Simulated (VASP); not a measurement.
# MgO (Fm-3m) in VASP: notebook

Runs on MgO. Level: r2SCAN. Tasks: single point, relaxation of cell and atoms.

Everything below comes from runs of VASP 6.6.1. Logs are shortened: lines on timing, memory, paths and dates and some standing lists are left out, and cuts for length are marked.

## (1) The cell of the first run

It takes space group Fm-3m (No. 225, cubic). The conventional cell has a = 4.204 Å, b = 4.204 Å, c = 4.204 Å, α = 90.00°, β = 90.00°, γ = 90.00°. Mg (site symmetry m-3m) has 6 O at 2.10 Å within 2.8 Å. Within 2.8 Å of O (site symmetry m-3m) lie 6 Mg at 2.10 Å.

## (2) Single point, r2SCAN

The input, POSCAR:

```
MgO
1.0
    0.0000000000      2.1022009955      2.1022009955
    2.1022009955      0.0000000000      2.1022009955
    2.1022009955      2.1022009955      0.0000000000
Mg O
1 1
Direct
    0.0000000000      0.0000000000      0.0000000000
    0.5000000000      0.5000000000      0.5000000000
```

The input, INCAR.step1:

```
SYSTEM = MgO
PREC     = Accurate       ! precision mode
ENCUT    = 520            ! plane-wave cutoff, eV
ISMEAR   = 0              ! smearing method
SIGMA    = 0.02           ! smearing width, eV
LREAL    = .False.        ! projectors in reciprocal space
LASPH    = .True.         ! aspherical terms in the spheres
NELM     = 100            ! most SCF steps
NBANDS   = 11             ! bands
GGA      = PE             ! functional
ALGO     = Normal         ! electronic algorithm
EDIFF    = 1E-4           ! SCF threshold, eV
LWAVE    = .True.         ! write WAVECAR
LCHARG   = .False.        ! write CHGCAR
```

The input, INCAR.step2:

```
SYSTEM = MgO
PREC     = Accurate       ! precision mode
ENCUT    = 520            ! plane-wave cutoff, eV
EDIFF    = 1E-6           ! SCF threshold, eV
ISMEAR   = 0              ! smearing method
SIGMA    = 0.02           ! smearing width, eV
LREAL    = .False.        ! projectors in reciprocal space
LASPH    = .True.         ! aspherical terms in the spheres
NELM     = 100            ! most SCF steps
ALGO     = Normal         ! electronic algorithm
ISIF     = 2              ! what is computed and relaxed
LWAVE    = .False.        ! write WAVECAR
LCHARG   = .False.        ! write CHGCAR
METAGGA  = R2SCAN         ! meta-GGA
LMIXTAU  = .True.       
NBANDS   = 11             ! bands
ISTART   = 1
```

The input, KPOINTS:

```
Automatic mesh
0
Gamma
  10 10 10
  0 0 0
```

Potentials or basis: VASP PAW PBE potentials, release 64 (Mg, O).

Run with:

```sh
$ cat potpaw_PBE.64/Mg/POTCAR potpaw_PBE.64/O/POTCAR > POTCAR
$ cp INCAR.step1 INCAR
$ mpirun -np 1 vasp_std > vasp.out
$ cp INCAR.step2 INCAR
$ mpirun -np 1 vasp_std > vasp.out
```

OUTCAR:

```text
SYSTEM = MgO
   PREC = Accurate
   ENCUT = 520
   EDIFF = 1E-6
   ISMEAR = 0
   LREAL = .False.
   LASPH = .True.
   NELM = 100
   ISIF = 2
   METAGGA = R2SCAN
   ISTART = 1

 ion  position               nearest neighbor table
   1  0.000  0.000  0.000-   2 2.10   2 2.10   2 2.10   2 2.10   2 2.10   2 2.10
   2  0.500  0.500  0.500-   1 2.10   1 2.10   1 2.10   1 2.10   1 2.10   1 2.10

  LATTYP: Found a face centered cubic cell.
 ALAT       =     4.2044019910

  Lattice vectors:

 A1 = (   0.0000000000,   2.1022009955,   2.1022009955)
 A2 = (   2.1022009955,   0.0000000000,   2.1022009955)
 A3 = (   2.1022009955,   2.1022009955,   0.0000000000)

Analysis of symmetry for initial positions (statically):
=====================================================================
 Subroutine PRICEL returns:
 Original cell was already a primitive cell.

 Routine SETGRP: Setting up the symmetry group for a
 face centered cubic supercell.

 Subroutine GETGRP returns: Found 48 space group operations
 (whereof 48 operations were pure point group operations)
 out of a pool of 48 trial point group operations.

The static configuration has the point symmetry O_h .

Analysis of symmetry for dynamics (positions and initial velocities):
=====================================================================
 Subroutine PRICEL returns:
 Original cell was already a primitive cell.

 Routine SETGRP: Setting up the symmetry group for a
 face centered cubic supercell.

 Subroutine GETGRP returns: Found 48 space group operations
 (whereof 48 operations were pure point group operations)
 out of a pool of 48 trial point group operations.

The dynamic configuration has the point symmetry O_h .

 Subroutine INISYM returns: Found 48 space group operations
 (whereof 48 operations are pure point group operations),
 and found     1 'primitive' translations

----------------------------------------------------------------------------------------

                                     Primitive cell

  volume of cell :      18.5803

  direct lattice vectors                    reciprocal lattice vectors
     0.000000000  2.102200996  2.102200996    -0.237845953  0.237845953  0.237845953
     2.102200996  0.000000000  2.102200996     0.237845953 -0.237845953  0.237845953
     2.102200996  2.102200996  0.000000000     0.237845953  0.237845953 -0.237845953

  length of vectors
     2.972961159  2.972961159  2.972961159     0.411961276  0.411961276  0.411961276

  position of ions in fractional coordinates (direct lattice)
     0.000000000  0.000000000  0.000000000
     0.500000000  0.500000000  0.500000000
[... 87 lines left out ...]
   PSTRESS=    0.0 pullay stress
   NELECT =       8.0000    total number of electrons
   NUPDOWN=      -1.0000    fix difference up-down
   EMIN   =  10.00;   EMAX   =-10.00  energy-range for DOS
   EFERMI =   0.00;   METHOD = LEGACY
   ISMEAR =     0;   SIGMA  =   0.02  broadening in eV -4-tet -1-fermi 0-gaus
   EFERMI_NEDOS =   21; number of points for ismear=-14 and -15
   IALGO  =     38    algorithm
   IMIX   =      4    mixing-type and parameters
     AMIX     =   0.40;   BMIX     =  1.00
     AMIX_MAG =   1.60;   BMIX_MAG =  1.00
  volume/ion in A,a.u.               =       9.29        62.69
  Fermi-wavevector in a.u.,A,eV,Ry     =   1.236196  2.336071 20.792151  1.528180
  Thomas-Fermi vector in A             =   2.370814
   LORBIT       =      0    0 simple, 1 ext, 2 COOP (PROOUT), +10 PAW based schemes
   METAGGA = R2SCAN    functional components
   LHFCALC =     F    Hartree Fock is set to
   AEXX    =    0.0000 exact exchange contribution
   IVDW    =     0    specifies the selected vdW correction
   LEPSILON=     F    determine dielectric tensor
   LRPA    =     F    only Hartree local field effects (RPA)
 non-spin polarized calculation
 Gauss-broadening in eV      SIGMA  =   0.02
  energy-cutoff  :      520.00
  volume of cell :       18.58
 maximum number of plane-waves:       531
 NGX is ok and might be reduce to    24
   NGX = 11   NGY = 11   NGZ = 11

 number of electron       8.0000004 magnetization

 Free energy of the ion-electron system (eV)
  ---------------------------------------------------
  ext. energy  EPLUGINS =         0.00000000
  ---------------------------------------------------
  free energy    TOTEN  =       -16.16110594 eV

  energy without entropy =      -16.16110594  energy(sigma->0) =      -16.16110594

 E-fermi :   2.9674     XC(G=0): -11.6231

 val. band max:        2.8160338455   @ k =   0.0000   0.0000   0.0000
 cond. band min:       8.4755104588   @ k =   0.0000   0.0000   0.0000
 fundamental gap:      5.6594766133
 Fermi energy:         2.9674234787

 k-point     1 :       0.0000    0.0000    0.0000
  band No.  band energies     occupation
      1     -15.4126      2.00000
      2       2.8160      2.00000
      3       2.8160      2.00000
      4       2.8160      2.00000
      5       8.4755      0.00000
      6      19.6817      0.00000
      7      19.6817      0.00000
      8      19.6817      0.00000
      9      23.8428      0.00000
     10      25.6162      0.00000
     11      25.6162      0.00000
[... 309 lines left out ...]
 k-point    24 :       0.4000    0.3000    0.0000
  band No.  band energies     occupation
      1     -14.1945      2.00000
      2      -0.7797      2.00000
      3       1.4896      2.00000
      4       1.7046      2.00000
      5      13.4476      0.00000
      6      13.9798      0.00000
      7      17.6483      0.00000
      8      22.3616      0.00000
      9      22.5851      0.00000
     10      29.1708      0.00000
     11      31.4062      0.00000

 [... further k-points ...]

------------------------ aborting loop because EDIFF is reached ----------------------------------------

  FORCE on cell =-STRESS in cart. coord.  units (eV):
  Direction    XX          YY          ZZ          XY          YZ          ZX
  --------------------------------------------------------------------------------------
  -------------------------------------------------------------------------------------
  Total       -0.1327809     -0.1327809     -0.1327809     -0.0000000      0.0000000      0.0000000
  in kB      -11.4496874    -11.4496874    -11.4496874     -0.0000000      0.0000000      0.0000000
  external PRESSURE =     -11.4496874 kB  Pullay stress =       0.0000000 kB

 VOLUME and BASIS-vectors are now :
 -----------------------------------------------------------------------------
  energy-cutoff  :      520.00
  volume of cell :       18.58
      direct lattice vectors                 reciprocal lattice vectors
     0.000000000  2.102200996  2.102200996    -0.237845953  0.237845953  0.237845953
     2.102200996  0.000000000  2.102200996     0.237845953 -0.237845953  0.237845953
     2.102200996  2.102200996  0.000000000     0.237845953  0.237845953 -0.237845953

 POSITION                                       TOTAL-FORCE (eV/Angst)
 -----------------------------------------------------------------------------------
      0.00000      0.00000      0.00000        -0.000000     -0.000000      0.000000
      2.10220      2.10220      2.10220         0.000000      0.000000     -0.000000
 -----------------------------------------------------------------------------------
    total drift:                               -0.000000     -0.000000      0.000000

  FREE ENERGIE OF THE ION-ELECTRON SYSTEM (eV)
  ---------------------------------------------------
  free  energy   TOTEN  =       -16.1611059397 eV

  energy  without entropy=      -16.1611059397  energy(sigma->0) =      -16.16110594
```

OUTCAR.step1:

```text
SYSTEM = MgO
   PREC = Accurate
   ENCUT = 520
   ISMEAR = 0
   LREAL = .False.
   LASPH = .True.
[... 558 lines left out ...]
      0.00000      0.00000      0.00000         0.000000      0.000000     -0.000000
      2.10220      2.10220      2.10220         0.000000      0.000000      0.000000
 -----------------------------------------------------------------------------------
    total drift:                               -0.000000     -0.000000      0.000000

  FREE ENERGIE OF THE ION-ELECTRON SYSTEM (eV)
  ---------------------------------------------------
  free  energy   TOTEN  =       -11.9026132642 eV

  energy  without entropy=      -11.9026132642  energy(sigma->0) =      -11.90261326
```

Run time: 35 s. Hardware: 1 thread of Intel Xeon 8259CL, shared host; peak memory 0.15 GiB.

What came out:

```yaml
Free_energy: -16.1611 eV
Pressure: -1.1 GPa
Band_gap_on_the_k_mesh: 5.66 eV
```

Levels at points of the mesh, in eV from the valence-band top:
```
           k point  band 1  band 2  band 3  band 4  band 5  band 6  band 7  band 8
(0.00, 0.00, 0.00)  -18.23    0.00    0.00    0.00    5.66   16.87   16.87   16.87
(0.50, 0.00, 0.00)  -16.97   -4.63   -0.68   -0.68    8.84   13.87   17.48   17.48
(0.50, 0.50, 0.00)  -16.72   -4.12   -1.38   -1.38   10.04   11.12   14.35   20.46
```

Caveat: the PAW data sets were made with another functional, which shifts forces and pressure a little.

## (3) Relaxation of cell and atoms, r2SCAN

This run uses another cell than the first one, of 9.22 Å³/atom.

The input, POSCAR:

```
MgO
1.0
    0.0000000000      2.0970013900      2.0970013900
    2.0970013900      0.0000000000      2.0970013900
    2.0970013900      2.0970013900      0.0000000000
Mg O
1 1
Direct
    0.0000000000      0.0000000000      0.0000000000
    0.5000000000      0.5000000000      0.5000000000
```

The input, INCAR.step1:

```
SYSTEM = MgO
  ALGO = Normal
  EDIFF = 1E-4
  ENCUT = 600
  GGA = PE
  ISMEAR = 0
  LASPH = .True.
  LCHARG = .False.
  LREAL = .False.
  LWAVE = .True.
  NELM = 60
  PREC = Accurate
  SIGMA = 0.02
```

The input, INCAR.step2:

```
SYSTEM = MgO
  ALGO = Normal
  EDIFF = 1E-6
  EDIFFG = -0.005
  ENCUT = 600
  IBRION = 2
  ISIF = 3
  ISMEAR = 0
  ISTART = 1
  LASPH = .True.
  LCHARG = .False.
  LMIXTAU = .True.
  LREAL = .False.
  LWAVE = .False.
  METAGGA = R2SCAN
  NELM = 60
  NSW = 100
  PREC = Accurate
  SIGMA = 0.02
```

The input, KPOINTS:

```
k-points
0
Gamma
  10 10 10
  0 0 0
```

Potentials or basis: VASP PAW PBE potentials, release 64 (Mg, O).

Run with:

```sh
$ cat potpaw_PBE.64/Mg/POTCAR potpaw_PBE.64/O/POTCAR > POTCAR
$ cp INCAR.step1 INCAR
$ mpirun -np 1 vasp_std > vasp.out
$ cp INCAR.step2 INCAR
$ mpirun -np 1 vasp_std > vasp.out
```

It took 56 s on 1 thread of Intel Xeon 8259CL, shared host; peak memory 0.15 GiB.

The run converged. Its results:

| Property | Result |
| --- | --- |
| Free energy | -16.1653 eV |
| Relaxed volume | 9.21 Å³/atom |
| Relaxed cell | a = 2.965 Å, b = 2.965 Å, c = 2.965 Å, α = 60.00°, β = 60.00°, γ = 60.00° |
| Space group after relaxing (to 0.1 Å) | Fm-3m (No. 225) |
| Energy gained by relaxing | 0.0 meV/atom |
| Ionic steps | 2 |
| Pressure after relaxing | 0.0 GPa |
| Band gap on the k mesh | 5.75 eV |

Final structure:
```cif
data_structure
_symmetry_space_group_name_H-M 'P 1'
_symmetry_Int_Tables_number 1
_cell_length_a 2.9646
_cell_length_b 2.9646
_cell_length_c 2.9646
_cell_angle_alpha 60.000
_cell_angle_beta 60.000
_cell_angle_gamma 60.000
_cell_volume 18.42
loop_
_atom_site_label
_atom_site_type_symbol
_atom_site_fract_x
_atom_site_fract_y
_atom_site_fract_z
_atom_site_occupancy
Mg1 Mg 0.00000 0.00000 0.00000 1
O1 O 0.50000 0.50000 0.50000 1
```

Levels at points of the mesh, in eV from the valence-band top:
```csv
k point,band 1,band 2,band 3,band 4,band 5,band 6,band 7,band 8
"(0.00, 0.00, 0.00)",-18.27,0.00,0.00,0.00,5.75,16.92,16.92,16.92
"(0.50, 0.00, 0.00)",-16.99,-4.67,-0.69,-0.69,8.90,13.97,17.57,17.57
"(0.50, 0.50, 0.00)",-16.74,-4.16,-1.39,-1.39,10.05,11.22,14.45,20.59
```

Caveat: the PAW data sets were made with another functional, which shifts forces and pressure a little.

(Part 1 of 2 ends here.)
